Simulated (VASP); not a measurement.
# AlRu (Pm-3m) in VASP: further runs

AlRu is run at these levels: PBEsol; tasks: single point.

Everything below comes from runs of VASP 6.6.1. Logs are shortened: lines on timing, memory, paths and dates and some standing lists are left out, and cuts for length are marked.

## 1. The cell of the first run

It takes space group Pm-3m (No. 221, cubic). The conventional cell has a = 3.031 Å, b = 3.031 Å, c = 3.031 Å, α = 90.00°, β = 90.00°, γ = 90.00°. Al (site symmetry m-3m) has 8 Ru at 2.62 Å and 6 Al at 3.03 Å within 3.5 Å. Within 3.5 Å of Ru (site symmetry m-3m) lie 8 Al at 2.62 Å and 6 Ru at 3.03 Å.

## 2. Single point, PBEsol (volume scaled by 1.04)

File INCAR:

```
SYSTEM = AlRu
  PREC = Accurate
  ENCUT = 520
  EDIFF = 1E-6
  ISMEAR = -1
  SIGMA = 0.05
  LREAL = .False.
  LASPH = .True.
  NELM = 80
  ALGO = Normal
  ISIF = 2
  LWAVE = .False.
  LCHARG = .False.
  GGA = PS
  NBANDS = 16
```

File KPOINTS:

```
regular mesh
0
Gamma
  12 12 12
  0 0 0
```

File POSCAR:

```
AlRu
1.0
    3.0309676725      0.0000000000      0.0000000000
    0.0000000000      3.0309676725      0.0000000000
    0.0000000000      0.0000000000      3.0309676725
Al Ru
1 1
Direct
    0.0000000000      0.0000000000      0.0000000000
    0.5000000000      0.5000000000      0.5000000000
```

Potentials or basis: VASP PAW PBE potentials, release 64 (Al, Ru_pv).

The run is started by

```
> cat potpaw_PBE.64/Al/POTCAR potpaw_PBE.64/Ru_pv/POTCAR > POTCAR
> mpirun -np 1 vasp_std > vasp.out
```

OUTCAR:

```text
SYSTEM = AlRu
   PREC = Accurate
   ENCUT = 520
   EDIFF = 1E-6
   ISMEAR = -1
   LREAL = .False.
   LASPH = .True.
   NELM = 80
   ISIF = 2
   GGA = PS

 ion  position               nearest neighbor table
   1  0.000  0.000  0.000-   2 2.62   2 2.62   2 2.62   2 2.62   2 2.62   2 2.62   2 2.62   2 2.62

   2  0.500  0.500  0.500-   1 2.62   1 2.62   1 2.62   1 2.62   1 2.62   1 2.62   1 2.62   1 2.62

  LATTYP: Found a simple cubic cell.
 ALAT       =     3.0309676725

  Lattice vectors:

 A1 = (   3.0309676725,   0.0000000000,   0.0000000000)
 A2 = (   0.0000000000,   3.0309676725,   0.0000000000)
 A3 = (   0.0000000000,   0.0000000000,   3.0309676725)

Analysis of symmetry for initial positions (statically):
=====================================================================
 Subroutine PRICEL returns:
 Original cell was already a primitive cell.

 Routine SETGRP: Setting up the symmetry group for a
 simple cubic supercell.

 Subroutine GETGRP returns: Found 48 space group operations
 (whereof 48 operations were pure point group operations)
 out of a pool of 48 trial point group operations.

The static configuration has the point symmetry O_h .

Analysis of symmetry for dynamics (positions and initial velocities):
=====================================================================
 Subroutine PRICEL returns:
 Original cell was already a primitive cell.

 Routine SETGRP: Setting up the symmetry group for a
 simple cubic supercell.

 Subroutine GETGRP returns: Found 48 space group operations
 (whereof 48 operations were pure point group operations)
 out of a pool of 48 trial point group operations.

The dynamic configuration has the point symmetry O_h .

 Subroutine INISYM returns: Found 48 space group operations
 (whereof 48 operations are pure point group operations),
 and found     1 'primitive' translations

----------------------------------------------------------------------------------------

                                     Primitive cell

  volume of cell :      27.8448

  direct lattice vectors                    reciprocal lattice vectors
     3.030967673  0.000000000  0.000000000     0.329927636  0.000000000  0.000000000
     0.000000000  3.030967673  0.000000000     0.000000000  0.329927636  0.000000000
     0.000000000  0.000000000  3.030967673     0.000000000  0.000000000  0.329927636

  length of vectors
     3.030967673  3.030967673  3.030967673     0.329927636  0.329927636  0.329927636

  position of ions in fractional coordinates (direct lattice)
     0.000000000  0.000000000  0.000000000
     0.500000000  0.500000000  0.500000000

  ion indices of the primitive-cell ions
   primitive index   ion index
                 1           1
                 2           2

----------------------------------------------------------------------------------------

 KPOINTS: regular mesh

Automatic generation of k-mesh.
 Grid dimensions read from file:
 generate k-points for:   12   12   12

 Generating k-lattice:

  Cartesian coordinates                     Fractional coordinates (reciprocal lattice)
     0.027493970  0.000000000  0.000000000     0.083333333  0.000000000  0.000000000
     0.000000000  0.027493970  0.000000000     0.000000000  0.083333333  0.000000000
     0.000000000  0.000000000  0.027493970     0.000000000  0.000000000  0.083333333

  Length of vectors
     0.027493970  0.027493970  0.027493970

  Shift w.r.t. Gamma in fractional coordinates (k-lattice)
     0.000000000  0.000000000  0.000000000

 Subroutine IBZKPT returns following result:
 ===========================================

 Found     84 irreducible k-points:

 Following reciprocal coordinates:
            Coordinates               Weight
  0.000000  0.000000  0.000000      1.000000
  0.083333  0.000000  0.000000      6.000000
  0.166667  0.000000  0.000000      6.000000
  0.250000  0.000000  0.000000      6.000000
  0.333333  0.000000  0.000000      6.000000
  0.416667  0.000000  0.000000      6.000000
[... 16 lines left out ...]
  0.333333  0.333333  0.000000     12.000000
  0.416667  0.333333  0.000000     24.000000
 [... further k-points ...]
   k-points           NKPTS =     84   k-points in BZ     NKDIM =     84   number of bands    NBANDS=     16
   number of dos      NEDOS =    301   number of ions     NIONS =      2
   total plane-waves  NPLWV =  13824
   dimension x,y,z NGX =    24 NGY =   24 NGZ =   24
   dimension x,y,z NGXF=    48 NGYF=   48 NGZF=   48
   ions per type =               1   1
   NGX,Y,Z   is equivalent  to a cutoff of  13.16, 13.16, 13.16 a.u.
   NGXF,Y,Z  is equivalent  to a cutoff of  26.33, 26.33, 26.33 a.u.
 SYSTEM =  AlRu
   PREC   = accura    normal or accurate (medium, high low for compatibility)
   ISTART =      0    job   : 0-new  1-cont  2-samecut
   ICHARG =      2    charge: 1-file 2-atom 10-const
   ISPIN  =      1    spin polarized calculation?
   LNONCOLLINEAR =      F non collinear calculations
   LSORBIT =      F    spin-orbit coupling
   LASPH  =      T    aspherical Exc in radial PAW
   ENCUT  =  520.0 eV  38.22 Ry    6.18 a.u.   5.64  5.64  5.64*2*pi/ulx,y,z
   NELM   =     80;   NELMIN=  2; NELMDL= -5     # of ELM steps
   EDIFF  = 0.1E-05   stopping-criterion for ELM
   LREAL  =      F    real-space projection
   EDIFFG = 0.1E-04   stopping-criterion for IOM
   NSW    =      0    number of steps for IOM
   IBRION =     -1    ionic relax: 0-MD 1-quasi-New 2-CG
   NFREE  =      0    steps in history (QN), initial steepest desc. (CG)
   ISIF   =      2    stress and relaxation
   ISYM   =      2    0-nonsym 1-usesym 2-fastsym
   POTIM  = 0.5000    time-step for ionic-motion
   TEBEG  =    0.0;   TEEND  =   0.0 temperature during run
   PSTRESS=    0.0 pullay stress
   NELECT =      17.0000    total number of electrons
   NUPDOWN=      -1.0000    fix difference up-down
   EMIN   =  10.00;   EMAX   =-10.00  energy-range for DOS
   EFERMI =   0.00;   METHOD = LEGACY
   ISMEAR =    -1;   SIGMA  =   0.05  broadening in eV -4-tet -1-fermi 0-gaus
   EFERMI_NEDOS =   21; number of points for ismear=-14 and -15
   IALGO  =     38    algorithm
   IMIX   =      4    mixing-type and parameters
     AMIX     =   0.40;   BMIX     =  1.00
     AMIX_MAG =   1.60;   BMIX_MAG =  1.00
  volume/ion in A,a.u.               =      13.92        93.95
  Fermi-wavevector in a.u.,A,eV,Ry     =   1.388811  2.624472 26.242865  1.928796
  Thomas-Fermi vector in A             =   2.512902
   LORBIT       =      0    0 simple, 1 ext, 2 COOP (PROOUT), +10 PAW based schemes
   GGA     = PS    functional components
   LHFCALC =     F    Hartree Fock is set to
   AEXX    =    0.0000 exact exchange contribution
   IVDW    =     0    specifies the selected vdW correction
   LEPSILON=     F    determine dielectric tensor
   LRPA    =     F    only Hartree local field effects (RPA)
 non-spin polarized calculation
  energy-cutoff  :      520.00
  volume of cell :       27.84
 maximum number of plane-waves:       768
 NGX is ok and might be reduce to    24
   NGX = 11   NGY = 11   NGZ = 11

 number of electron      17.0000001 magnetization

 Free energy of the ion-electron system (eV)
  ---------------------------------------------------
  ext. energy  EPLUGINS =         0.00000000
  ---------------------------------------------------
  free energy    TOTEN  =       -15.48113995 eV

  energy without entropy =      -15.46845972  energy(sigma->0) =      -15.47479983

 E-fermi :  10.0458     XC(G=0): -12.4869

 val. band max:       10.0428824371   @ k =   0.0833   0.0833   0.0000
 cond. band min:      10.0635572031   @ k =   0.2500   0.0833   0.0833
 fundamental gap:      0.0206747660
 Fermi energy:        10.0457731058

 k-point     1 :       0.0000    0.0000    0.0000
  band No.  band energies     occupation
      1     -31.6517      2.00000
      2     -31.6517      2.00000
      3     -31.6517      2.00000
      4       0.5994      2.00000
      5       6.6711      2.00000
      6       6.6711      2.00000
[... 8 lines left out ...]
     15      22.0496      0.00000
     16      24.3974      0.00000

 k-point     2 :       0.0833    0.0000    0.0000
  band No.  band energies     occupation
      1     -31.6640      2.00000
      2     -31.6507      2.00000
      3     -31.6507      2.00000
      4       0.7284      2.00000
      5       6.7120      2.00000
      6       6.7154      2.00000
[... 8 lines left out ...]
     15      22.0508      0.00000
     16      24.8249      0.00000

 k-point     3 :       0.1667    0.0000    0.0000
  band No.  band energies     occupation
      1     -31.6975      2.00000
      2     -31.6479      2.00000
      3     -31.6479      2.00000
      4       1.1081      2.00000
      5       6.7830      2.00000
      6       6.8402      2.00000
[... 8 lines left out ...]
     15      22.0782      0.00000
     16      26.1846      0.00000

 k-point     4 :       0.2500    0.0000    0.0000
  band No.  band energies     occupation
      1     -31.7429      2.00000
      2     -31.6440      2.00000
      3     -31.6440      2.00000
      4       1.7169      2.00000
      5       6.7231      2.00000
      6       7.0208      2.00000
[... 8 lines left out ...]
     15      22.4979      0.00000
     16      26.1183      0.00000
[... 324 lines left out ...]
 k-point    22 :       0.5000    0.2500    0.0000
  band No.  band energies     occupation
      1     -31.8217      2.00000
      2     -31.7239      2.00000
      3     -31.6285      2.00000
      4       4.4745      2.00000
      5       5.5355      2.00000
      6       7.9927      2.00000
[... 8 lines left out ...]
     15      22.0543      0.00000
     16      23.3922      0.00000

 k-point    23 :       0.3333    0.3333    0.0000
  band No.  band energies     occupation
      1     -31.7740      2.00000
      2     -31.7710      2.00000
      3     -31.6285      2.00000
      4       3.8283      2.00000
      5       6.3623      2.00000
      6       7.9732      2.00000
[... 8 lines left out ...]
     15      22.2622      0.00000
     16      24.5261      0.00000

 k-point    24 :       0.4167    0.3333    0.0000
  band No.  band energies     occupation
      1     -31.8044      2.00000
      2     -31.7687      2.00000
      3     -31.6257      2.00000
      4       4.2113      2.00000
      5       6.2745      2.00000
      6       8.2118      2.00000
[... 8 lines left out ...]
     15      22.1560      0.00000
     16      24.8481      0.00000

 [... further k-points ...]
[... 5 lines left out ...]
  --------------------------------------------------------------------------------------
  -------------------------------------------------------------------------------------
  Total       -1.8581315     -1.8581315     -1.8581315      0.0000000      0.0000000     -0.0000000
  in kB     -106.9161042   -106.9161042   -106.9161042      0.0000000      0.0000000     -0.0000000
  external PRESSURE =    -106.9161042 kB  Pullay stress =       0.0000000 kB

 VOLUME and BASIS-vectors are now :
 -----------------------------------------------------------------------------
  energy-cutoff  :      520.00
  volume of cell :       27.84
      direct lattice vectors                 reciprocal lattice vectors
     3.030967673  0.000000000  0.000000000     0.329927636  0.000000000  0.000000000
     0.000000000  3.030967673  0.000000000     0.000000000  0.329927636  0.000000000
     0.000000000  0.000000000  3.030967673     0.000000000  0.000000000  0.329927636

 POSITION                                       TOTAL-FORCE (eV/Angst)
 -----------------------------------------------------------------------------------
      0.00000      0.00000      0.00000         0.000000      0.000000      0.000000
      1.51548      1.51548      1.51548         0.000000      0.000000      0.000000
 -----------------------------------------------------------------------------------
    total drift:                                0.000000     -0.000000     -0.000000

  FREE ENERGIE OF THE ION-ELECTRON SYSTEM (eV)
  ---------------------------------------------------
  free  energy   TOTEN  =       -15.4811399460 eV

  energy  without entropy=      -15.4684597181  energy(sigma->0) =      -15.47479983
```

Run time: 24 s. Hardware: 1 thread of Intel Xeon Platinum 8259CL at 2.50GHz (Skylake/Cascade Lake), shared host; peak memory 0.16 GiB.

What came out:

| Quantity | Value |
| --- | --- |
| Free energy | -15.4811 eV |
| Pressure | -10.7 GPa |

Levels at points of the mesh, in eV from the Fermi level:
```tsv
k point	band 6	band 7	band 8	band 9	band 10	band 11	band 12	band 13
(0.00, 0.00, 0.00)	-3.37	0.18	0.18	0.18	5.89	5.89	5.89	10.77
(0.50, 0.00, 0.00)	-2.62	-1.51	-1.51	0.42	2.15	7.48	10.80	10.80
(0.50, 0.50, 0.00)	-1.33	-1.33	-1.08	-1.08	1.44	5.03	5.89	10.30
(0.50, 0.50, 0.50)	-4.41	1.53	1.53	2.37	4.02	4.02	4.02	8.22
```

Caveat: the PAW data sets were made with another functional, which shifts forces and pressure a little.

## 3. Single point, PBEsol (volume scaled by 1.06)

File INCAR:

```
PREC = Accurate ; ENCUT = 520
EDIFF = 1E-6 ; ISMEAR = -1
SIGMA = 0.05 ; LREAL = F
LASPH = T ; NELM = 100
ALGO = Normal ; ISIF = 2
LWAVE = F ; LCHARG = F
GGA = PS ; NBANDS = 16
```

File KPOINTS:

```
regular mesh
0
Gamma
  12 12 12
```

File POSCAR:

```
AlRu
1.0
    3.0502737196      0.0000000000      0.0000000000
    0.0000000000      3.0502737196      0.0000000000
    0.0000000000      0.0000000000      3.0502737196
Al Ru
1 1
Direct
    0.0000000000      0.0000000000      0.0000000000
    0.5000000000      0.5000000000      0.5000000000
```

Potentials or basis: VASP PAW PBE potentials, release 64 (Al, Ru_pv).

The run is started by

```
> cat potpaw_PBE.64/Al/POTCAR potpaw_PBE.64/Ru_pv/POTCAR > POTCAR
> mpirun -np 1 vasp_std > vasp.out
```

Run time: 26 s. Hardware: 1 thread of Intel Xeon Platinum 8259CL at 2.50GHz (Skylake/Cascade Lake), shared host; peak memory 0.16 GiB.

Results (log left out):

* Free energy: -15.4403 eV
* Pressure: -13.8 GPa

Levels at points of the mesh, in eV from the Fermi level:
| k point | band 7 | band 8 | band 9 | band 10 | band 11 | band 12 |
| --- | --- | --- | --- | --- | --- | --- |
| (0.00, 0.00, 0.00) | 0.18 | 0.18 | 0.18 | 5.80 | 5.80 | 5.80 |
| (0.50, 0.00, 0.00) | -1.47 | -1.47 | 0.40 | 2.08 | 7.48 | 10.70 |
| (0.50, 0.50, 0.00) | -1.31 | -1.05 | -1.05 | 1.40 | 4.91 | 5.71 |
| (0.50, 0.50, 0.50) | 1.48 | 1.48 | 2.26 | 3.98 | 3.98 | 3.98 |

Caveat: the PAW data sets were made with another functional, which shifts forces and pressure a little.
